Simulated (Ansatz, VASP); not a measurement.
C in VASP and in Ansatz

POSCAR

```
C
1.0
    0.0000000000      2.1267565396      3.5083372064
    1.2279212041      0.0000000000      3.5083372064
    1.2279212041      2.1267565396      0.0000000000
C
2
Direct
    0.1667039277      0.8332960723      0.1667039277
    0.8332960723      0.1667039277      0.8332960723
```

Contents of INCAR.step1:

```
PREC = Accurate ; ENCUT = 520
ISMEAR = 0 ; SIGMA = 0.05
LREAL = F ; LASPH = T
NELM = 60 ; NBANDS = 11
GGA = PE ; ALGO = Normal
EDIFF = 1E-4 ; LWAVE = T
LCHARG = F
```

INCAR.step2

```
PREC = Accurate ; ENCUT = 520
EDIFF = 1E-6 ; ISMEAR = 0
SIGMA = 0.05 ; LREAL = F
LASPH = T ; NELM = 60
ALGO = Normal ; ISIF = 2
LWAVE = F ; LCHARG = F
METAGGA = R2SCAN ; LMIXTAU = T
NBANDS = 11 ; ISTART = 1
```

KPOINTS

```
Automatic mesh
0
Gamma
  14 14 14
```

Input for Ansatz:

```yaml
crystal:
  lattice:
    - [0.0, 2.1267565396, 3.5083372064]
    - [1.2279212041, 0.0, 3.5083372064]
    - [1.2279212041, 2.1267565396, 0.0]
  atoms:
    - { symbol: C, position: [0.1667039277, 0.8332960723, 0.1667039277] }
    - { symbol: C, position: [0.8332960723, 0.1667039277, 0.8332960723] }
basis:
  ecutwfc: 500
kpoints:
  mp_grid: { grid: [14, 14, 14] }
hamiltonian:
  xc: r2scan
scf:
  occupations: { method: gaussian, width: 0.05 }
output:
  forces: true
  stress: true
  eigenvalues: true
  write_density: true
  write_potential: true
  elf: true
  volumetric_format: npy
```

Change from the starting cell: strain +0.000 along x and y, -0.015 along z, atoms carried along.

Alike in both runs: task single point; functional r2SCAN; k mesh 14 × 14 × 14; occupations gaussian, width 0.05 eV; no spin polarisation.

```csv
,VASP,Ansatz
version,VASP 6.6.1,Ansatz 0.2.0
potentials or method,"VASP PAW PBE potentials, release 64 (C), cutoff 520 eV","scalar-relativistic, plane waves, PAW"
valence electrons in the cell,8,8
```

Ansatz gave:

| Quantity | Value |
| --- | --- |
| gap on the k mesh at the Fermi level (eV) | 0.58 |
| least direct gap on the mesh (eV) | 0.70 |
| pressure (GPa) | 0.1 |
| traceless stress, the component that is largest in VASP (GPa) | 0.28 |

Task: Which values does VASP return?

Result: gap on the k mesh at the Fermi level (eV): 0.59; least direct gap on the mesh (eV): 0.70; pressure (GPa): 0.7; traceless stress, the component that is largest in VASP (GPa): -0.48.

VASP's potentials were made for PBE, not for r2SCAN.
